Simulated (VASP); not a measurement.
# SnO (Pm-3m) in VASP: notebook

Aim: see how the results for SnO move with the level of theory and the settings. Levels: LDA, PBE. Tasks: single point.

Program: VASP 6.6.1. These are calculated values, not measurements. Logs are shortened: lines on timing, memory, paths and dates and some standing lists are left out, and cuts for length are marked.

### 1 The cell of the first run

It takes space group Pm-3m (No. 221, cubic). Conventional cell: a = 3.103 Å, b = 3.103 Å, c = 3.103 Å, α = 90.00°, β = 90.00°, γ = 90.00°. Sn (site symmetry m-3m) has 8 O at 2.69 Å and 6 Sn at 3.10 Å within 3.5 Å. Within 3.5 Å of O (site symmetry m-3m) lie 8 Sn at 2.69 Å and 6 O at 3.10 Å.

### 2 Single point, LDA

The input, INCAR:

```
SYSTEM = SnO
PREC     = Accurate       ! precision mode
ENCUT    = 600            ! plane-wave cutoff, eV
EDIFF    = 1E-6           ! SCF threshold, eV
ISMEAR   = 0              ! smearing method
SIGMA    = 0.01           ! smearing width, eV
LREAL    = .False.        ! projectors in reciprocal space
LASPH    = .True.         ! aspherical terms in the spheres
NELM     = 120            ! most SCF steps
ALGO     = Normal         ! electronic algorithm
ISIF     = 2              ! what is computed and relaxed
LWAVE    = .False.        ! write WAVECAR
LCHARG   = .False.        ! write CHGCAR
NBANDS   = 17             ! bands
GGA_COMPAT= .False.
```

The input, KPOINTS:

```
regular mesh
0
Gamma
  4 4 4
  0 0 0
```

The input, POSCAR:

```
SnO
1.0
    3.1034067823      0.0000000000      0.0000000000
    0.0000000000      3.1034067823      0.0000000000
    0.0000000000      0.0000000000      3.1034067823
Sn O
1 1
Direct
    0.0000000000      0.0000000000      0.0000000000
    0.5000000000      0.5000000000      0.5000000000
```

Potentials or basis: VASP PAW LDA potentials, release 64 (Sn_d, O).

Command:

```
$ cat potpaw_LDA.64/Sn_d/POTCAR potpaw_LDA.64/O/POTCAR > POTCAR
$ mpirun -np 1 vasp_std > vasp.out
```

OUTCAR:

```text
SYSTEM = SnO
   PREC = Accurate
   ENCUT = 600
   EDIFF = 1E-6
   ISMEAR = 0
   LREAL = .False.
   LASPH = .True.
   NELM = 120
   ISIF = 2

 ion  position               nearest neighbor table
   1  0.000  0.000  0.000-   2 2.69   2 2.69   2 2.69   2 2.69   2 2.69   2 2.69   2 2.69   2 2.69

   2  0.500  0.500  0.500-   1 2.69   1 2.69   1 2.69   1 2.69   1 2.69   1 2.69   1 2.69   1 2.69

  LATTYP: Found a simple cubic cell.
 ALAT       =     3.1034067823

  Lattice vectors:

 A1 = (   3.1034067823,   0.0000000000,   0.0000000000)
 A2 = (   0.0000000000,   3.1034067823,   0.0000000000)
 A3 = (   0.0000000000,   0.0000000000,   3.1034067823)

Analysis of symmetry for initial positions (statically):
=====================================================================
 Subroutine PRICEL returns:
 Original cell was already a primitive cell.

 Routine SETGRP: Setting up the symmetry group for a
 simple cubic supercell.

 Subroutine GETGRP returns: Found 48 space group operations
 (whereof 48 operations were pure point group operations)
 out of a pool of 48 trial point group operations.

The static configuration has the point symmetry O_h .

Analysis of symmetry for dynamics (positions and initial velocities):
=====================================================================
 Subroutine PRICEL returns:
 Original cell was already a primitive cell.

 Routine SETGRP: Setting up the symmetry group for a
 simple cubic supercell.

 Subroutine GETGRP returns: Found 48 space group operations
 (whereof 48 operations were pure point group operations)
 out of a pool of 48 trial point group operations.

The dynamic configuration has the point symmetry O_h .

 Subroutine INISYM returns: Found 48 space group operations
 (whereof 48 operations are pure point group operations),
 and found     1 'primitive' translations

----------------------------------------------------------------------------------------

                                     Primitive cell

  volume of cell :      29.8893

  direct lattice vectors                    reciprocal lattice vectors
     3.103406782  0.000000000  0.000000000     0.322226530  0.000000000  0.000000000
     0.000000000  3.103406782  0.000000000     0.000000000  0.322226530  0.000000000
     0.000000000  0.000000000  3.103406782     0.000000000  0.000000000  0.322226530

  length of vectors
     3.103406782  3.103406782  3.103406782     0.322226530  0.322226530  0.322226530

  position of ions in fractional coordinates (direct lattice)
     0.000000000  0.000000000  0.000000000
     0.500000000  0.500000000  0.500000000

  ion indices of the primitive-cell ions
   primitive index   ion index
                 1           1
                 2           2

----------------------------------------------------------------------------------------

 KPOINTS: regular mesh

Automatic generation of k-mesh.
 Grid dimensions read from file:
 generate k-points for:    4    4    4

 Generating k-lattice:

  Cartesian coordinates                     Fractional coordinates (reciprocal lattice)
     0.080556633  0.000000000  0.000000000     0.250000000  0.000000000  0.000000000
     0.000000000  0.080556633  0.000000000     0.000000000  0.250000000  0.000000000
     0.000000000  0.000000000  0.080556633     0.000000000  0.000000000  0.250000000

  Length of vectors
     0.080556633  0.080556633  0.080556633

  Shift w.r.t. Gamma in fractional coordinates (k-lattice)
     0.000000000  0.000000000  0.000000000

 Subroutine IBZKPT returns following result:
 ===========================================

 Found     10 irreducible k-points:

 Following reciprocal coordinates:
            Coordinates               Weight
  0.000000  0.000000  0.000000      1.000000
  0.250000  0.000000  0.000000      6.000000
  0.500000  0.000000  0.000000      3.000000
  0.250000  0.250000  0.000000     12.000000
  0.500000  0.250000  0.000000     12.000000
  0.500000  0.500000  0.000000      3.000000
  0.250000  0.250000  0.250000      8.000000
  0.500000  0.250000  0.250000     12.000000
  0.500000  0.500000  0.250000      6.000000
  0.500000  0.500000  0.500000      1.000000
   k-points           NKPTS =     10   k-points in BZ     NKDIM =     10   number of bands    NBANDS=     17
   number of dos      NEDOS =    301   number of ions     NIONS =      2
   total plane-waves  NPLWV =  21952
   dimension x,y,z NGX =    28 NGY =   28 NGZ =   28
   dimension x,y,z NGXF=    56 NGYF=   56 NGZF=   56
   ions per type =               1   1
   NGX,Y,Z   is equivalent  to a cutoff of  15.00, 15.00, 15.00 a.u.
   NGXF,Y,Z  is equivalent  to a cutoff of  30.00, 30.00, 30.00 a.u.
 SYSTEM =  SnO
   PREC   = accura    normal or accurate (medium, high low for compatibility)
   ISTART =      0    job   : 0-new  1-cont  2-samecut
   ICHARG =      2    charge: 1-file 2-atom 10-const
   ISPIN  =      1    spin polarized calculation?
   LNONCOLLINEAR =      F non collinear calculations
   LSORBIT =      F    spin-orbit coupling
   LASPH  =      T    aspherical Exc in radial PAW
   ENCUT  =  600.0 eV  44.10 Ry    6.64 a.u.   6.20  6.20  6.20*2*pi/ulx,y,z
   NELM   =    120;   NELMIN=  2; NELMDL= -5     # of ELM steps
   EDIFF  = 0.1E-05   stopping-criterion for ELM
   LREAL  =      F    real-space projection
   EDIFFG = 0.1E-04   stopping-criterion for IOM
   NSW    =      0    number of steps for IOM
   IBRION =     -1    ionic relax: 0-MD 1-quasi-New 2-CG
   NFREE  =      0    steps in history (QN), initial steepest desc. (CG)
   ISIF   =      2    stress and relaxation
   ISYM   =      2    0-nonsym 1-usesym 2-fastsym
   POTIM  = 0.5000    time-step for ionic-motion
   TEBEG  =    0.0;   TEEND  =   0.0 temperature during run
   PSTRESS=    0.0 pullay stress
   NELECT =      20.0000    total number of electrons
   NUPDOWN=      -1.0000    fix difference up-down
   EMIN   =  10.00;   EMAX   =-10.00  energy-range for DOS
   EFERMI =   0.00;   METHOD = LEGACY
   ISMEAR =     0;   SIGMA  =   0.01  broadening in eV -4-tet -1-fermi 0-gaus
   EFERMI_NEDOS =   21; number of points for ismear=-14 and -15
   IALGO  =     38    algorithm
   IMIX   =      4    mixing-type and parameters
     AMIX     =   0.40;   BMIX     =  1.00
     AMIX_MAG =   1.60;   BMIX_MAG =  1.00
  volume/ion in A,a.u.               =      14.94       100.85
  Fermi-wavevector in a.u.,A,eV,Ry     =   1.431900  2.705899 27.896550  2.050339
  Thomas-Fermi vector in A             =   2.551586
   LORBIT       =      0    0 simple, 1 ext, 2 COOP (PROOUT), +10 PAW based schemes
   GGA     = CA    functional components
   LHFCALC =     F    Hartree Fock is set to
   AEXX    =    0.0000 exact exchange contribution
   IVDW    =     0    specifies the selected vdW correction
   LEPSILON=     F    determine dielectric tensor
   LRPA    =     F    only Hartree local field effects (RPA)
 non-spin polarized calculation
 Gauss-broadening in eV      SIGMA  =   0.01
  energy-cutoff  :      600.00
  volume of cell :       29.89
 maximum number of plane-waves:      1021
 NGX is ok and might be reduce to    28
   NGX = 13   NGY = 13   NGZ = 13

 number of electron      19.9999995 magnetization

 Free energy of the ion-electron system (eV)
  ---------------------------------------------------
  ext. energy  EPLUGINS =         0.00000000
  ---------------------------------------------------
  free energy    TOTEN  =       -11.33602870 eV

  energy without entropy =      -11.33602870  energy(sigma->0) =      -11.33602870

 E-fermi :   7.6560     XC(G=0): -11.7975

 val. band max:        7.5624901703   @ k =   0.2500   0.2500   0.2500
 cond. band min:       7.9776097384   @ k =   0.5000   0.5000   0.5000
 fundamental gap:      0.4151195681
 Fermi energy:         7.6560206745

 k-point     1 :       0.0000    0.0000    0.0000
  band No.  band energies     occupation
      1     -13.5149      2.00000
      2     -13.5149      2.00000
      3     -13.1315      2.00000
      4     -13.1315      2.00000
      5     -13.1315      2.00000
      6      -9.7306      2.00000
[... 9 lines left out ...]
     16      27.3270      0.00000
     17      27.6754      0.00000

 k-point     2 :       0.2500    0.0000    0.0000
  band No.  band energies     occupation
      1     -13.5061      2.00000
      2     -13.3763      2.00000
      3     -13.1806      2.00000
      4     -13.1806      2.00000
      5     -13.1274      2.00000
      6      -9.3688      2.00000
[... 9 lines left out ...]
     16      23.1957      0.00000
     17      25.8730      0.00000

 k-point     3 :       0.5000    0.0000    0.0000
  band No.  band energies     occupation
      1     -13.4974      2.00000
      2     -13.2377      2.00000
      3     -13.2292      2.00000
      4     -13.2292      2.00000
      5     -13.1232      2.00000
      6      -8.9455      2.00000
[... 9 lines left out ...]
     16      25.1698      0.00000
     17      25.6775      0.00000

 k-point     4 :       0.2500    0.2500    0.0000
  band No.  band energies     occupation
      1     -13.4361      2.00000
      2     -13.2936      2.00000
      3     -13.2620      2.00000
      4     -13.1767      2.00000
      5     -13.1721      2.00000
      6      -9.0189      2.00000
[... 9 lines left out ...]
     16      23.9396      0.00000
     17      24.4651      0.00000

 k-point     5 :       0.5000    0.2500    0.0000
  band No.  band energies     occupation
      1     -13.4118      2.00000
      2     -13.3390      2.00000
      3     -13.2209      2.00000
      4     -13.1682      2.00000
      5     -13.1642      2.00000
      6      -8.6285      2.00000
[... 9 lines left out ...]
     16      23.5200      0.00000
     17      24.2020      0.00000

 k-point     6 :       0.5000    0.5000    0.0000
  band No.  band energies     occupation
      1     -13.4408      2.00000
      2     -13.3634      2.00000
      3     -13.2127      2.00000
      4     -13.2127      2.00000
      5     -13.0517      2.00000
      6      -8.2937      2.00000
[... 9 lines left out ...]
     16      23.1682      0.00000
     17      24.2503      0.00000

 k-point     7 :       0.2500    0.2500    0.2500
  band No.  band energies     occupation
      1     -13.2880      2.00000
      2     -13.2880      2.00000
      3     -13.2691      2.00000
      4     -13.2288      2.00000
      5     -13.2288      2.00000
      6      -8.7414      2.00000
[... 9 lines left out ...]
     16      23.2024      0.00000
     17      25.5394      0.00000

 k-point     8 :       0.5000    0.2500    0.2500
  band No.  band energies     occupation
      1     -13.3312      2.00000
      2     -13.2867      2.00000
      3     -13.2802      2.00000
      4     -13.2249      2.00000
      5     -13.1357      2.00000
      6      -8.4414      2.00000
[... 9 lines left out ...]
     16      22.3291      0.00000
     17      26.6514      0.00000

 k-point     9 :       0.5000    0.5000    0.2500
  band No.  band energies     occupation
      1     -13.3931      2.00000
      2     -13.2795      2.00000
      3     -13.2795      2.00000
      4     -13.2061      2.00000
      5     -13.0489      2.00000
      6      -8.2463      2.00000
[... 9 lines left out ...]
     16      21.0335      0.00000
     17      29.6984      0.00000

 k-point    10 :       0.5000    0.5000    0.5000
  band No.  band energies     occupation
      1     -13.3450      2.00000
      2     -13.3450      2.00000
      3     -13.3450      2.00000
      4     -13.0460      2.00000
      5     -13.0460      2.00000
      6      -8.1960      2.00000
[... 9 lines left out ...]
     16      20.5212      0.00000
     17      27.9871      0.00000

------------------------ aborting loop because EDIFF is reached ----------------------------------------

  FORCE on cell =-STRESS in cart. coord.  units (eV):
  Direction    XX          YY          ZZ          XY          YZ          ZX
  --------------------------------------------------------------------------------------
  -------------------------------------------------------------------------------------
  Total       -1.0022025     -1.0022025     -1.0022025     -0.0000000     -0.0000000     -0.0000000
  in kB      -53.7217253    -53.7217253    -53.7217253     -0.0000000     -0.0000000     -0.0000000
  external PRESSURE =     -53.7217253 kB  Pullay stress =       0.0000000 kB

 VOLUME and BASIS-vectors are now :
 -----------------------------------------------------------------------------
  energy-cutoff  :      600.00
  volume of cell :       29.89
      direct lattice vectors                 reciprocal lattice vectors
     3.103406782  0.000000000  0.000000000     0.322226530  0.000000000  0.000000000
     0.000000000  3.103406782  0.000000000     0.000000000  0.322226530  0.000000000
     0.000000000  0.000000000  3.103406782     0.000000000  0.000000000  0.322226530

 POSITION                                       TOTAL-FORCE (eV/Angst)
 -----------------------------------------------------------------------------------
      0.00000      0.00000      0.00000         0.000000      0.000000      0.000000
      1.55170      1.55170      1.55170         0.000000      0.000000      0.000000
 -----------------------------------------------------------------------------------
    total drift:                               -0.000000      0.000000      0.000000

  FREE ENERGIE OF THE ION-ELECTRON SYSTEM (eV)
  ---------------------------------------------------
  free  energy   TOTEN  =       -11.3360286963 eV

  energy  without entropy=      -11.3360286963  energy(sigma->0) =      -11.33602870
```

Wall time 6.5 s (1 thread of Intel Xeon Platinum 8488C (Sapphire Rapids), shared host); peak memory 0.13 GiB.

What came out:

```
Free energy            : -11.3360 eV
Pressure               : -5.4 GPa
Band gap on the k mesh : 0.42 eV, indirect (least direct gap 1.23 eV)
```

Levels at points of the mesh, in eV from the valence-band top:
| k point | band 6 | band 7 | band 8 | band 9 | band 10 | band 11 | band 12 | band 13 | band 14 | band 15 |
| --- | --- | --- | --- | --- | --- | --- | --- | --- | --- | --- |
| (0.00, 0.00, 0.00) | -17.29 | -6.91 | -2.03 | -2.03 | -2.03 | 8.56 | 8.56 | 8.56 | 8.58 | 8.58 |
| (0.50, 0.00, 0.00) | -16.51 | -8.49 | -1.25 | -1.25 | -0.54 | 1.02 | 7.65 | 7.65 | 11.51 | 11.79 |
| (0.50, 0.50, 0.00) | -15.86 | -5.06 | -5.06 | -4.32 | -1.12 | 3.99 | 3.99 | 9.23 | 10.46 | 15.61 |
| (0.50, 0.50, 0.50) | -15.76 | -2.83 | -2.83 | -2.83 | -0.81 | 0.42 | 0.42 | 0.42 | 12.96 | 12.96 |

Caveat: the k points lie up to 0.51 Å⁻¹ apart; spin-orbit coupling is left out, which moves the levels of the heavy elements. LDA gaps usually lie below the measured ones, often by a third to a half.

### 3 Single point, PBE

The input, INCAR:

```
SYSTEM = SnO
ALGO     = Normal         ! electronic algorithm
EDIFF    = 1E-6           ! SCF threshold, eV
ENCUT    = 600            ! plane-wave cutoff, eV
GGA      = PE             ! functional
GGA_COMPAT= .False.      
ISIF     = 2              ! what is computed and relaxed
ISMEAR   = 0              ! smearing method
LASPH    = .True.         ! aspherical terms in the spheres
LCHARG   = .False.        ! write CHGCAR
LREAL    = .False.        ! projectors in reciprocal space
LWAVE    = .False.        ! write WAVECAR
NBANDS   = 17             ! bands
NELM     = 120            ! most SCF steps
PREC     = Accurate       ! precision mode
SIGMA    = 0.5            ! smearing width, eV
```

The input, KPOINTS:

```
k-points
0
Gamma
  6 6 6
  0 0 0
```

POSCAR is that of step 2.

Potentials or basis: VASP PAW PBE potentials, release 64 (Sn_d, O).

Command:

```
$ cat potpaw_PBE.64/Sn_d/POTCAR potpaw_PBE.64/O/POTCAR > POTCAR
$ mpirun -np 1 vasp_std > vasp.out
```

It took 11 s on 1 thread of Intel Xeon Platinum 8488C (Sapphire Rapids), shared host; peak memory 0.15 GiB.

The run converged. Its results:

- Free energy: -9.8448 eV
- Pressure: 2.9 GPa

Levels at points of the mesh, in eV from the Fermi level:
```csv
k point,band 7,band 8,band 9,band 10,band 11,band 12,band 13,band 14
"(0.00, 0.00, 0.00)",-7.62,-2.71,-2.71,-2.71,7.94,7.94,8.02,8.02
"(0.50, 0.00, 0.00)",-9.09,-1.95,-1.95,-1.20,0.35,7.13,7.13,10.93
"(0.50, 0.50, 0.00)",-5.70,-5.70,-4.88,-1.82,3.35,3.35,8.57,9.97
"(0.50, 0.50, 0.50)",-3.52,-3.52,-3.52,-1.33,-0.17,-0.17,-0.17,12.34
```

Caveat: spin-orbit coupling is left out, which moves the levels of the heavy elements.
